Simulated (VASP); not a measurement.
Write the native input for VASP 6.6.1 that does the following.

```
Task                   : single point
Functional             : PBE
Potentials or basis    : VASP PAW PBE potentials, release 64 (Ba_sv, S)
Cutoff                 : 520 eV
k mesh                 : 8 × 8 × 8
Occupations            : gaussian, width 0.01 eV
Spin                   : no spin polarisation
Dipole correction      : no
Further INCAR settings : ALGO = Normal; EDIFF = 1e-06; NBANDS = 15
```

The structure of BaS lies in POSCAR:

```
BaS
1.0
    0.0000000000      3.2119099267      3.2119099267
    3.2119099267      0.0000000000      3.2119099267
    3.2119099267      3.2119099267      0.0000000000
Ba S
1 1
Direct
    0.0000000000      0.0000000000      0.0000000000
    0.5000000000      0.5000000000      0.5000000000
```

One way to write it, as run:

INCAR

```
SYSTEM = BaS
  PREC = Accurate
  ENCUT = 520
  EDIFF = 1E-6
  ISMEAR = 0
  SIGMA = 0.01
  LREAL = .False.
  LASPH = .True.
  NELM = 80
  ALGO = Normal
  ISIF = 2
  LWAVE = .False.
  LCHARG = .False.
  GGA = PE
  NBANDS = 15
```

KPOINTS

```
Automatic mesh
0
Gamma
  8 8 8
  0 0 0
```

Potentials or basis: VASP PAW PBE potentials, release 64 (Ba_sv, S).

Launch:

```sh
$ cat potpaw_PBE.64/Ba_sv/POTCAR potpaw_PBE.64/S/POTCAR > POTCAR
$ mpirun -np 1 vasp_std > vasp.out
```

Results of the run:

The pressure is 0.6 GPa and the band gap on the k mesh is 2.14 eV, indirect (least direct gap 2.28 eV).

Caveat: spin-orbit coupling is left out, which moves the levels of the heavy elements.

Run time: 26 s on 1 thread of Intel(R) Xeon(R) Platinum 8488C (Sapphire Rapids) (shared host), peak memory 0.21 GiB.
